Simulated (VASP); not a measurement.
A run of VASP 6.6.1 is set up as follows.

Contents of INCAR:

```
SYSTEM = ZrC15O32
PREC = Accurate
ENCUT = 520
EDIFF = 1E-7
ISMEAR = -1
SIGMA = 0.01
LREAL = Auto
LASPH = .True.
NELM = 100
ALGO = Normal
ISIF = 2
LWAVE = .False.
LCHARG = .False.
GGA = PE
NBANDS = 162
```

File KPOINTS:

```
Automatic mesh
0
Gamma
  2 2 2
  0 0 0
```

The input POSCAR:

```
ZrC15O32
1.0
    8.4544255800      0.0000000000      0.0000000000
    0.0000000000      8.4544255800      0.0000000000
    0.0000000000      0.0000000000      9.3755431800
Zr C O
1 15 32
Direct
    0.2500000000      0.2500000000      0.2500000000
    0.2500000000      0.2500000000      0.7500000000
    0.2500000000      0.7500000000      0.2500000000
    0.2500000000      0.7500000000      0.7500000000
    0.7500000000      0.2500000000      0.2500000000
    0.7500000000      0.2500000000      0.7500000000
    0.7500000000      0.7500000000      0.2500000000
    0.7500000000      0.7500000000      0.7500000000
    0.0000000000      0.0000000000      0.0000000000
    0.0000000000      0.0000000000      0.5000000000
    0.0000000000      0.5000000000      0.0000000000
    0.0000000000      0.5000000000      0.5000000000
    0.5000000000      0.0000000000      0.0000000000
    0.5000000000      0.0000000000      0.5000000000
    0.5000000000      0.5000000000      0.0000000000
    0.5000000000      0.5000000000      0.5000000000
    0.1524134300      0.3475865700      0.2500000000
    0.1524134300      0.3475865700      0.7500000000
    0.1524134300      0.8475865700      0.2500000000
    0.1524134300      0.8475865700      0.7500000000
    0.6524134300      0.3475865700      0.2500000000
    0.6524134300      0.3475865700      0.7500000000
    0.6524134300      0.8475865700      0.2500000000
    0.6524134300      0.8475865700      0.7500000000
    0.3475865700      0.1524134300      0.2500000000
    0.3475865700      0.1524134300      0.7500000000
    0.3475865700      0.6524134300      0.2500000000
    0.3475865700      0.6524134300      0.7500000000
    0.8475865700      0.1524134300      0.2500000000
    0.8475865700      0.1524134300      0.7500000000
    0.8475865700      0.6524134300      0.2500000000
    0.8475865700      0.6524134300      0.7500000000
    0.0975865700      0.0975865700      0.0000000000
    0.0975865700      0.0975865700      0.5000000000
    0.0975865700      0.5975865700      0.0000000000
    0.0975865700      0.5975865700      0.5000000000
    0.5975865700      0.0975865700      0.0000000000
    0.5975865700      0.0975865700      0.5000000000
    0.5975865700      0.5975865700      0.0000000000
    0.5975865700      0.5975865700      0.5000000000
    0.4024134300      0.4024134300      0.0000000000
    0.4024134300      0.4024134300      0.5000000000
    0.4024134300      0.9024134300      0.0000000000
    0.4024134300      0.9024134300      0.5000000000
    0.9024134300      0.4024134300      0.0000000000
    0.9024134300      0.4024134300      0.5000000000
    0.9024134300      0.9024134300      0.0000000000
    0.9024134300      0.9024134300      0.5000000000
```

Potentials or basis: VASP PAW PBE potentials, release 64 (Zr_sv, C, O).

Command:

```sh
$ cat potpaw_PBE.64/Zr_sv/POTCAR potpaw_PBE.64/C/POTCAR potpaw_PBE.64/O/POTCAR > POTCAR
$ mpirun -np 1 vasp_std > vasp.out
```

Task: What does it give for the band gap on the k mesh?

Result: Zero (filled and empty bands overlap).

Task: Estimate the pressure.

Result: 22.8 GPa.

Task: Predict the largest force.

Result: 99.576 eV/Å.

Stress tensor (GPa, compression positive):
```
 33.45 -27.54   0.00
-27.54  33.45   0.00
  0.00   0.00   1.58
```

Caveat: the k points lie up to 0.37 Å⁻¹ apart; atoms lie so close that the PAW spheres overlap strongly, which falsifies energies and pressures.
